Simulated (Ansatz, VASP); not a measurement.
**W: VASP beside Ansatz**

Contents of INCAR:

```
SYSTEM = W
PREC = Accurate
ENCUT = 520
EDIFF = 1E-7
ISMEAR = 0
SIGMA = 0.05
LREAL = .FALSE.
LASPH = .TRUE.
NELM = 100
ALGO = Normal
ISIF = 2
LWAVE = .FALSE.
LCHARG = .TRUE.
GGA = PS
LELF = .TRUE.
LVHAR = .TRUE.
NBANDS = 13
```

KPOINTS

```
regular mesh
0
G
  12 12 12
  0 0 0
```

File POSCAR:

```
W
1.0
    0.0000000000      2.0300000000      2.0300000000
    2.0300000000      0.0000000000      2.0300000000
    2.0300000000      2.0300000000      0.0000000000
W
1
Direct
    0.0000000000      0.0000000000      0.0000000000
```

Input for Ansatz:

```yaml
crystal:
  lattice:
    - [0.0, 2.03, 2.03]
    - [2.03, 0.0, 2.03]
    - [2.03, 2.03, 0.0]
  atoms:
    - { symbol: W, position: [0.0, 0.0, 0.0] }
kpoints:
  mp_grid:
    grid: [12, 12, 12]
hamiltonian:
  xc: pbesol
  pseudopotentials:
    kind: paw
scf:
  convergence:
    dr2_threshold: 1.0e-09
  occupations:
    method: gaussian
    width: 0.05
output:
  forces: true
  stress: true
  eigenvalues: true
```

Alike in both runs: task single point; functional PBEsol; k mesh 12 × 12 × 12; occupations gaussian, width 0.05 eV; no spin polarisation.

|  | VASP | Ansatz |
| --- | --- | --- |
| version | VASP 6.6.1 | Ansatz 0.2.0 |
| potentials or method | VASP PAW PBE potentials, release 64 (W_sv) | plane waves, PAW |
| plane-wave cutoff (eV) | 520 | 420 |
| valence electrons in the cell | 14 | 14 |

Ansatz gave:

| Item | Value |
| --- | --- |
| gap on the k mesh at the Fermi level (eV) | none |
| pressure (GPa) | -13.1 |

**Question.** Which values does VASP return?

**Answer.** gap on the k mesh at the Fermi level (eV): none; pressure (GPa): -12.6.

VASP's potentials were made for PBE, not for PBEsol. A gap of «none» marks a metal or a gap that the smearing closes. Ansatz's warnings: stress scf threshold loose.

Neither program's run includes spin-orbit coupling.
